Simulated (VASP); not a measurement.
Ta: single point with PBE

Crystal: Ta.

```
Ta
1.0
     2.87069    0.00000    0.00000
    -1.43534    2.48609    0.00000
     0.00000    0.00000    2.73272
Ta
1
Direct
  0.00000 0.00000 0.00000
```

```
Program                : VASP 6.6.1
Task                   : single point
Functional             : PBE
Potentials or basis    : VASP PAW PBE potentials, release 64 (Ta_pv)
Cutoff                 : 520 eV
k mesh                 : 15 × 15 × 14
Occupations            : fermi-dirac, width 0.05 eV
Spin                   : no spin polarisation
Dipole correction      : no
Further INCAR settings : ALGO = Normal; EDIFF = 1e-06; NBANDS = 12
```

```yaml
Pressure: 2.1 GPa
```

Levels at points of the mesh, in eV from the Fermi level:
```tsv
k point	band 3	band 4	band 5	band 6	band 7	band 8
(0.00, 0.00, 0.00)	-33.72	-7.96	-3.07	0.45	0.45	6.00
(0.00, 0.00, 0.50)	-33.62	-4.52	-0.60	1.29	1.29	2.52
```

Wall time 12 s on 1 thread of Intel(R) Xeon(R) 6975P-C (Granite Rapids), with other jobs on the host, peak memory 0.17 GiB.

Caveat: spin-orbit coupling is left out, which moves the levels of the heavy elements.
